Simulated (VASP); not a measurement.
Mg:

```xyz
5
Lattice="3.1844 0.0000 0.0000 -1.5922 2.7578 0.0000 0.0000 0.0000 15.2307" Properties=species:S:1:pos:R:3 pbc="T T T"
Mg    0.0000    0.0000   12.8028
Mg    1.5922    0.9193   10.1942
Mg    0.0000    0.0000    7.6154
Mg    1.5922    0.9193    5.0365
Mg    0.0000    0.0000    2.4279
```

* Program: VASP 6.6.1
* Task: relaxation of cell and atoms
* Functional: PBE
* Potentials or basis: VASP PAW PBE potentials, release 64 (Mg)
* Cutoff: 600 eV
* k mesh: 6 × 6 × 2
* Occupations: gaussian, width 0.1 eV
* Spin: no spin polarisation

At the start: pressure -0.3 GPa; volume 26.75 Å³/atom.

Problem. Where does the relaxation end?

Solution. Over 34 steps the energy falls by 47.6 meV/atom and the volume is 23.50 Å³/atom (-12.2 %); space group P-6m2 (No. 187, to 0.05 Å).

Step by step:
| step | energy change (eV) | largest force (eV/Å) | pressure (GPa) | volume (Å³) |
| --- | --- | --- | --- | --- |
| 1 | 0.0000 | 0.2046 | -0.33 | 133.76 |
| 2 | -0.0262 | 0.1793 | -0.08 | 132.69 |
| 3 | -0.0386 | 0.1337 | 0.38 | 131.11 |
| 4 | -0.0389 | 0.1405 | 0.31 | 131.32 |
| 5 | -0.0425 | 0.1107 | 0.04 | 132.39 |
| 6 | -0.0436 | 0.0819 | -0.22 | 133.46 |
| 7 | -0.0462 | 0.0769 | -0.19 | 133.07 |
| 8 | -0.0524 | 0.0743 | -0.09 | 131.89 |
| 9 | -0.0581 | 0.1905 | 0.14 | 129.55 |
| 10 | -0.0606 | 0.1956 | 0.10 | 129.43 |
| 11 | -0.0677 | 0.2105 | -0.02 | 129.08 |
| 12 | -0.0794 | 0.2376 | -0.25 | 128.35 |
| 13 | -0.0938 | 0.2745 | -0.63 | 126.83 |
| 14 | -0.1442 | 0.3648 | -1.00 | 123.44 |
| 15 | -0.1166 | 0.2871 | -0.85 | 125.57 |
| 16 | -0.1416 | 0.3109 | -1.01 | 124.46 |
| 17 | -0.1474 | 0.3320 | -1.02 | 123.99 |
| 18 | -0.1478 | 0.3398 | -1.01 | 123.84 |
| 19 | -0.1507 | 0.3515 | -0.94 | 123.31 |
| 20 | -0.1516 | 0.3625 | -0.86 | 122.84 |
| 21 | -0.1564 | 0.3602 | -0.78 | 122.45 |
| 22 | -0.1692 | 0.3526 | -0.52 | 121.27 |
| 23 | -0.1870 | 0.3352 | 0.06 | 118.95 |
| 24 | -0.1891 | 0.2890 | 1.39 | 114.37 |
| 25 | -0.1939 | 0.3121 | 0.76 | 116.41 |
| 26 | -0.2050 | 0.2639 | 0.62 | 116.68 |
| 27 | -0.2264 | 0.1227 | 0.27 | 117.48 |
| 28 | -0.2183 | 0.1819 | -0.22 | 119.09 |
| 29 | -0.2310 | 0.0936 | 0.05 | 118.10 |
| 30 | -0.2342 | 0.0809 | -0.05 | 118.31 |
| 31 | -0.2355 | 0.0669 | -0.15 | 118.51 |
| 32 | -0.2365 | 0.0542 | -0.02 | 117.99 |
| 33 | -0.2371 | 0.0352 | 0.16 | 117.32 |
| 34 | -0.2379 | 0.0250 | 0.09 | 117.48 |

Final structure:
```cif
data_structure
_symmetry_space_group_name_H-M 'P 1'
_symmetry_Int_Tables_number 1
_cell_length_a 3.1601
_cell_length_b 3.1601
_cell_length_c 13.5843
_cell_angle_alpha 90.000
_cell_angle_beta 90.000
_cell_angle_gamma 120.000
_cell_volume 117.48
loop_
_atom_site_label
_atom_site_type_symbol
_atom_site_fract_x
_atom_site_fract_y
_atom_site_fract_z
_atom_site_occupancy
Mg1 Mg 0.00000 0.00000 0.88517 1
Mg2 Mg 0.66667 0.33333 0.68949 1
Mg3 Mg 0.00000 0.00000 0.50000 1
Mg4 Mg 0.66667 0.33333 0.31051 1
Mg5 Mg 0.00000 0.00000 0.11483 1
```

Caveat: the k points lie up to 0.38 Å⁻¹ apart in the final cell.
